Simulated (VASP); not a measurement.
# C: single point with PBEsol

Crystal: C.

```
CELL_PARAMETERS angstrom
2.49882 0.00000 0.00000
-1.24941 2.16404 0.00000
0.00000 0.00000 4.16087
ATOMIC_POSITIONS crystal
C 0.33333 0.66667 0.00030
C 0.66667 0.33333 0.50030
C 0.33333 0.66667 0.37470
C 0.66667 0.33333 0.87470
```

| Quantity | Value |
| --- | --- |
| Program | VASP 6.6.1 |
| Task | single point |
| Functional | PBEsol |
| Potentials or basis | VASP PAW PBE potentials, release 64 (C_h) |
| Cutoff | 1300 eV |
| k mesh | 12 × 12 × 6 |
| Occupations | fermi-dirac, width 0.02 eV |
| Spin | no spin polarisation |
| Dipole correction | no |
| Further INCAR settings | ALGO = Normal; EDIFF = 1e-06; NBANDS = 16 |

```yaml
Pressure: 0.1 GPa
Band_gap_on_the_k_mesh: 3.05 eV (least direct gap 4.93 eV)
```

Levels at points of the mesh, in eV from the valence-band top:
```tsv
k point	band 6	band 7	band 8	band 9	band 10	band 11
(0.00, 0.00, 0.00)	-0.51	0.00	0.00	4.93	4.93	5.31
(0.50, 0.00, 0.00)	-6.55	-6.09	-3.18	4.37	7.90	8.25
(0.00, 0.00, 0.50)	-1.87	-1.87	-1.87	7.23	7.23	7.23
(0.50, 0.00, 0.50)	-5.17	-4.88	-4.88	5.79	5.79	6.44
```

It took 64 s on 1 thread of AMD EPYC 7R43 64-Core Processor (Zen 3), on a shared host, peak memory 0.19 GiB.

Caveat: the PAW data sets were made with another functional, which shifts forces and pressure a little. A k mesh can miss the band edges.
